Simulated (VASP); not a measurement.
# Bi2Br3 (R-3c) in VASP: single point with PBE

Aim: the single point of Bi2Br3 with PBE.

Everything below comes from runs of VASP 6.6.1. Logs are shortened: lines on timing, memory, paths and dates and some standing lists are left out, and cuts for length are marked.

## Step 1: The cell of the first run

The structure is trigonal, space group R-3c (No. 167). The conventional cell has a = 8.924 Å, b = 8.924 Å, c = 14.833 Å, α = 90.00°, β = 90.00°, γ = 120.00°. Bi (site symmetry 3) has 1 Bi at 3.06 Å and 6 Br at 3.09 to 3.41 Å within 4.0 Å. Within 4.1 Å of Br (site symmetry 2) lie 4 Bi at 3.09 to 3.41 Å and 6 Br at 3.84 to 3.93 Å.

## Step 2: Single point, PBE

INCAR reads:

```
SYSTEM = Bi2Br3
  ALGO = Normal
  EDIFF = 1E-7
  ENCUT = 520
  GGA = PE
  ISIF = 2
  ISMEAR = 0
  LASPH = .True.
  LCHARG = .False.
  LREAL = .False.
  LWAVE = .False.
  NBANDS = 62
  NELM = 100
  PREC = Accurate
  SIGMA = 0.1
```

KPOINTS reads:

```
k-points
0
Gamma
  6 6 6
  0 0 0
```

POSCAR reads:

```
Bi2Br3
1.0
    4.4621830134      2.5762425640      4.9442710160
   -4.4621830134      2.5762425640      4.9442710160
    0.0000000000     -5.1524851279      4.9442710160
Bi Br
4 6
Direct
    0.8532585741      0.8532585741      0.8532585741
    0.6467414259      0.6467414259      0.6467414259
    0.1467414259      0.1467414259      0.1467414259
    0.3532585741      0.3532585741      0.3532585741
    0.0914751358      0.4085248642      0.7500000000
    0.7500000000      0.0914751358      0.4085248642
    0.4085248642      0.7500000000      0.0914751358
    0.9085248642      0.5914751358      0.2500000000
    0.2500000000      0.9085248642      0.5914751358
    0.5914751358      0.2500000000      0.9085248642
```

Potentials or basis: VASP PAW PBE potentials, release 64 (Bi_d, Br).

On the command line:

```bash
$ cat potpaw_PBE.64/Bi_d/POTCAR potpaw_PBE.64/Br/POTCAR > POTCAR
$ mpirun -np 1 vasp_std > vasp.out
```

OUTCAR:

```text
SYSTEM = Bi2Br3
   EDIFF = 1E-7
   ENCUT = 520
   GGA = PE
   ISIF = 2
   ISMEAR = 0
   LASPH = .True.
   LREAL = .False.
   NELM = 100
   PREC = Accurate

 ion  position               nearest neighbor table
   1  0.853  0.853  0.853-   2 3.06  10 3.09   8 3.09   9 3.09
   2  0.647  0.647  0.647-   1 3.06   9 3.09   8 3.09  10 3.09
   3  0.147  0.147  0.147-   4 3.06   7 3.09   5 3.09   6 3.09
   4  0.353  0.353  0.353-   3 3.06   6 3.09   5 3.09   7 3.09
   5  0.091  0.409  0.750-   3 3.09   4 3.09
   6  0.750  0.091  0.409-   4 3.09   3 3.09
   7  0.409  0.750  0.091-   3 3.09   4 3.09
   8  0.909  0.591  0.250-   1 3.09   2 3.09
   9  0.250  0.909  0.591-   2 3.09   1 3.09
  10  0.591  0.250  0.909-   1 3.09   2 3.09

  LATTYP: Found a trigonal (rhomboedric) cell.
 ALAT       =     7.1410026518
 COS(alpha) =     0.2190803262

  Lattice vectors:

 A1 = (   4.4621830134,   2.5762425640,   4.9442710160)
 A2 = (  -4.4621830134,   2.5762425640,   4.9442710160)
 A3 = (   0.0000000000,  -5.1524851279,   4.9442710160)

Analysis of symmetry for initial positions (statically):
=====================================================================
 Subroutine PRICEL returns:
 Original cell was already a primitive cell.

 Routine SETGRP: Setting up the symmetry group for a
 trigonal (rhombohedral) supercell.

 Subroutine GETGRP returns: Found 12 space group operations
 (whereof  6 operations were pure point group operations)
 out of a pool of 12 trial point group operations.

The static configuration has the point symmetry S_6 .
 The point group associated with its full space group is D_3d.

Analysis of symmetry for dynamics (positions and initial velocities):
=====================================================================
 Subroutine PRICEL returns:
 Original cell was already a primitive cell.

 Routine SETGRP: Setting up the symmetry group for a
 trigonal (rhombohedral) supercell.

 Subroutine GETGRP returns: Found 12 space group operations
 (whereof  6 operations were pure point group operations)
 out of a pool of 12 trial point group operations.

The dynamic configuration has the point symmetry S_6 .
 The point group associated with its full space group is D_3d.

 Subroutine INISYM returns: Found 12 space group operations
 (whereof  6 operations are pure point group operations),
 and found     1 'primitive' translations

----------------------------------------------------------------------------------------

                                     Primitive cell

  volume of cell :     341.0261

  direct lattice vectors                    reciprocal lattice vectors
     4.462183013  2.576242564  4.944271016     0.112052777  0.064693701  0.067418095
    -4.462183013  2.576242564  4.944271016    -0.112052777  0.064693701  0.067418095
     0.000000000 -5.152485128  4.944271016     0.000000000 -0.129387402  0.067418095

  length of vectors
     7.141002652  7.141002652  7.141002652     0.145898250  0.145898250  0.145898250

  position of ions in fractional coordinates (direct lattice)
     0.853258574  0.853258574  0.853258574
     0.646741426  0.646741426  0.646741426
     0.146741426  0.146741426  0.146741426
     0.353258574  0.353258574  0.353258574
     0.091475136  0.408524864  0.750000000
     0.750000000  0.091475136  0.408524864
     0.408524864  0.750000000  0.091475136
     0.908524864  0.591475136  0.250000000
     0.250000000  0.908524864  0.591475136
     0.591475136  0.250000000  0.908524864

  ion indices of the primitive-cell ions
   primitive index   ion index
                 1           1
                 2           2
                 3           3
                 4           4
                 5           5
                 6           6
                 7           7
                 8           8
                 9           9
                10          10

----------------------------------------------------------------------------------------

 KPOINTS: k-points

Automatic generation of k-mesh.
 Grid dimensions read from file:
 generate k-points for:    6    6    6

 Generating k-lattice:

  Cartesian coordinates                     Fractional coordinates (reciprocal lattice)
     0.018675463  0.010782284  0.011236349     0.166666667  0.000000000 -0.000000000
    -0.018675463  0.010782284  0.011236349     0.000000000  0.166666667 -0.000000000
     0.000000000 -0.021564567  0.011236349     0.000000000  0.000000000  0.166666667

  Length of vectors
     0.024316375  0.024316375  0.024316375

  Shift w.r.t. Gamma in fractional coordinates (k-lattice)
     0.000000000  0.000000000  0.000000000

 Subroutine IBZKPT returns following result:
 ===========================================

 Found     32 irreducible k-points:

 Following reciprocal coordinates:
            Coordinates               Weight
  0.000000  0.000000  0.000000      1.000000
  0.166667  0.000000  0.000000      6.000000
  0.333333  0.000000 -0.000000      6.000000
  0.500000  0.000000  0.000000      3.000000
  0.166667  0.166667  0.000000      6.000000
  0.333333  0.166667  0.000000     12.000000
[... 16 lines left out ...]
  0.500000  0.500000  0.166667      6.000000
 -0.333333  0.500000  0.166667     12.000000
 [... further k-points ...]
   k-points           NKPTS =     32   k-points in BZ     NKDIM =     32   number of bands    NBANDS=     62
   number of dos      NEDOS =    301   number of ions     NIONS =     10
   total plane-waves  NPLWV = 157464
   dimension x,y,z NGX =    54 NGY =   54 NGZ =   54
   dimension x,y,z NGXF=   108 NGYF=  108 NGZF=  108
   ions per type =               4   6
   NGX,Y,Z   is equivalent  to a cutoff of  12.57, 12.57, 12.57 a.u.
   NGXF,Y,Z  is equivalent  to a cutoff of  25.14, 25.14, 25.14 a.u.
 SYSTEM =  Bi2Br3
   PREC   = accura    normal or accurate (medium, high low for compatibility)
   ISTART =      0    job   : 0-new  1-cont  2-samecut
   ICHARG =      2    charge: 1-file 2-atom 10-const
   ISPIN  =      1    spin polarized calculation?
   LNONCOLLINEAR =      F non collinear calculations
   LSORBIT =      F    spin-orbit coupling
   LASPH  =      T    aspherical Exc in radial PAW
   ENCUT  =  520.0 eV  38.22 Ry    6.18 a.u.  13.28 13.28 13.28*2*pi/ulx,y,z
   NELM   =    100;   NELMIN=  2; NELMDL= -5     # of ELM steps
   EDIFF  = 0.1E-06   stopping-criterion for ELM
   LREAL  =      F    real-space projection
   EDIFFG = 0.1E-05   stopping-criterion for IOM
   NSW    =      0    number of steps for IOM
   IBRION =     -1    ionic relax: 0-MD 1-quasi-New 2-CG
   NFREE  =      0    steps in history (QN), initial steepest desc. (CG)
   ISIF   =      2    stress and relaxation
   ISYM   =      2    0-nonsym 1-usesym 2-fastsym
   POTIM  = 0.5000    time-step for ionic-motion
   TEBEG  =    0.0;   TEEND  =   0.0 temperature during run
   PSTRESS=    0.0 pullay stress
   NELECT =     102.0000    total number of electrons
   NUPDOWN=      -1.0000    fix difference up-down
   EMIN   =  10.00;   EMAX   =-10.00  energy-range for DOS
   EFERMI =   0.00;   METHOD = LEGACY
   ISMEAR =     0;   SIGMA  =   0.10  broadening in eV -4-tet -1-fermi 0-gaus
   EFERMI_NEDOS =   21; number of points for ismear=-14 and -15
   IALGO  =     38    algorithm
   IMIX   =      4    mixing-type and parameters
     AMIX     =   0.40;   BMIX     =  1.00
     AMIX_MAG =   1.60;   BMIX_MAG =  1.00
  volume/ion in A,a.u.               =      34.10       230.14
  Fermi-wavevector in a.u.,A,eV,Ry     =   1.094827  2.068924 16.308584  1.198647
  Thomas-Fermi vector in A             =   2.231140
   LORBIT       =      0    0 simple, 1 ext, 2 COOP (PROOUT), +10 PAW based schemes
   GGA     = PE    functional components
   LHFCALC =     F    Hartree Fock is set to
   AEXX    =    0.0000 exact exchange contribution
   IVDW    =     0    specifies the selected vdW correction
   LEPSILON=     F    determine dielectric tensor
   LRPA    =     F    only Hartree local field effects (RPA)
 non-spin polarized calculation
 Gauss-broadening in eV      SIGMA  =   0.10
  energy-cutoff  :      520.00
  volume of cell :      341.03
 maximum number of plane-waves:      9240
 NGX is ok and might be reduce to    54
   NGX = 27   NGY = 27   NGZ = 27

 number of electron     102.0000018 magnetization

 Free energy of the ion-electron system (eV)
  ---------------------------------------------------
  ext. energy  EPLUGINS =         0.00000000
  ---------------------------------------------------
  free energy    TOTEN  =       -28.29728371 eV

  energy without entropy =      -28.25785535  energy(sigma->0) =      -28.27756953

 E-fermi :   3.8776     XC(G=0):  -8.6279

 val. band max:        3.8713672645   @ k =   0.5000   0.0000   0.0000
 cond. band min:       3.8843812417   @ k =   0.3333   0.1667   0.0000
 fundamental gap:      0.0130139773
 Fermi energy:         3.8776055998

 k-point     1 :       0.0000    0.0000    0.0000
  band No.  band energies     occupation
      1     -19.9458      2.00000
      2     -19.9458      2.00000
      3     -19.9458      2.00000
      4     -19.9458      2.00000
      5     -19.9371      2.00000
      6     -19.9371      2.00000
[... 54 lines left out ...]
     61       8.5568      0.00000
     62       9.6794      0.00000

 k-point     2 :       0.1667    0.0000    0.0000
  band No.  band energies     occupation
      1     -19.9461      2.00000
      2     -19.9460      2.00000
      3     -19.9456      2.00000
      4     -19.9455      2.00000
      5     -19.9372      2.00000
      6     -19.9370      2.00000
[... 54 lines left out ...]
     61       8.8843      0.00000
     62       9.2638      0.00000

 k-point     3 :       0.3333    0.0000   -0.0000
  band No.  band energies     occupation
      1     -19.9463      2.00000
      2     -19.9463      2.00000
      3     -19.9454      2.00000
      4     -19.9453      2.00000
      5     -19.9373      2.00000
      6     -19.9372      2.00000
[... 1354 lines left out ...]
     61       8.3015      0.00000
     62       9.0840      0.00000

 k-point    24 :      -0.3333    0.5000    0.1667
  band No.  band energies     occupation
      1     -19.9473      2.00000
      2     -19.9466      2.00000
      3     -19.9450      2.00000
      4     -19.9444      2.00000
      5     -19.9374      2.00000
      6     -19.9370      2.00000
[... 54 lines left out ...]
     61       8.4297      0.00000
     62       8.8825      0.00000

 [... further k-points ...]

------------------------ aborting loop because EDIFF is reached ----------------------------------------

  FORCE on cell =-STRESS in cart. coord.  units (eV):
  Direction    XX          YY          ZZ          XY          YZ          ZX
  --------------------------------------------------------------------------------------
  -------------------------------------------------------------------------------------
  Total       -0.0720353     -0.0720353     -0.0060475      0.0000000     -0.0000000      0.0000000
  in kB       -0.3384295     -0.3384295     -0.0284119      0.0000000     -0.0000000      0.0000000
  external PRESSURE =      -0.2350903 kB  Pullay stress =       0.0000000 kB

 VOLUME and BASIS-vectors are now :
 -----------------------------------------------------------------------------
  energy-cutoff  :      520.00
  volume of cell :      341.03
      direct lattice vectors                 reciprocal lattice vectors
     4.462183013  2.576242564  4.944271016     0.112052777  0.064693701  0.067418095
    -4.462183013  2.576242564  4.944271016    -0.112052777  0.064693701  0.067418095
     0.000000000 -5.152485128  4.944271016     0.000000000 -0.129387402  0.067418095

 POSITION                                       TOTAL-FORCE (eV/Angst)
 -----------------------------------------------------------------------------------
      0.00000      0.00000     12.65622         0.000000      0.000000      0.011980
      0.00000      0.00000      9.59299         0.000000     -0.000000     -0.011980
      0.00000      0.00000      2.17659         0.000000     -0.000000     -0.011980
      0.00000      0.00000      5.23982         0.000000      0.000000      0.011980
     -1.41473     -2.57624      6.18034        -0.001180      0.000000      0.000000
      2.93846      0.06293      6.18034         0.000590     -0.001022      0.000000
     -1.52372      2.51332      6.18034         0.000590      0.001022      0.000000
      1.41473      2.57624      8.65247         0.001180      0.000000      0.000000
     -2.93846     -0.06293      8.65247        -0.000590      0.001022      0.000000
      1.52372     -2.51332      8.65247        -0.000590     -0.001022      0.000000
 -----------------------------------------------------------------------------------
    total drift:                               -0.000000     -0.000000      0.000000

  FREE ENERGIE OF THE ION-ELECTRON SYSTEM (eV)
  ---------------------------------------------------
  free  energy   TOTEN  =       -28.2972837117 eV

  energy  without entropy=      -28.2578553477  energy(sigma->0) =      -28.27756953
```

Wall time 9.8 min (1 thread of Intel Xeon Platinum 8488C (Sapphire Rapids), shared host); peak memory 0.68 GiB.

What came out:

- Free energy: -28.2973 eV
- Pressure: 0.0 GPa
- Largest force: 0.012 eV/Å
- Band gap on the k mesh: zero (bands 51 and 52 overlap by 0.48 eV)

Forces on the atoms (eV/Å):
```
Bi   0.000  0.000  0.012
Bi   0.000  0.000 -0.012
Bi   0.000  0.000 -0.012
Bi   0.000  0.000  0.012
Br  -0.001  0.000  0.000
Br   0.001 -0.001  0.000
Br   0.001  0.001  0.000
Br   0.001  0.000  0.000
Br  -0.001  0.001  0.000
Br  -0.001 -0.001  0.000
```

Caveat: spin-orbit coupling is left out, which moves the levels of the heavy elements.
